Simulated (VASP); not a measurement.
Runs of VASP 6.6.1 on Sc3AlP. The structure is that of space group Pm-3m (No. 221), or close to it. The cells are those of the table. 

```tsv
task	cell	k mesh	cutoff (eV)	gap on the mesh (eV)	pressure (GPa)	relaxed volume (Å³/atom)
single point	a = 5.007 Å, 5 atoms	8 × 8 × 8	520	none	0.1	-
single point	a = 4.412 Å, 5 atoms	4 × 4 × 4	520	none	(a)	-
relaxation of cell and atoms	relaxed from a = 4.412 Å, 5 atoms	4 × 4 × 4	600	none	-0.1	25.11
single point	a = 5.002 Å, 5 atoms	4 × 4 × 4	520	none	0.1	-
relaxation of cell and atoms	relaxed from a = 5.002 Å, 5 atoms	8 × 8 × 8	600	none	0.0	25.17
```

Alike in all rows: level PBE; potentials or basis VASP PAW PBE potentials, release 64 (Sc_sv, Al, P); no spin polarisation; smearing gaussian 0.1 eV.

Problem. Estimate the missing entries.

Solution. (a) 34.7.

Caveats: the volume moved by over 15 % at a fixed basis, so the end points are rough (some runs).

A gap of «none» marks levels without a gap at the run's occupations.
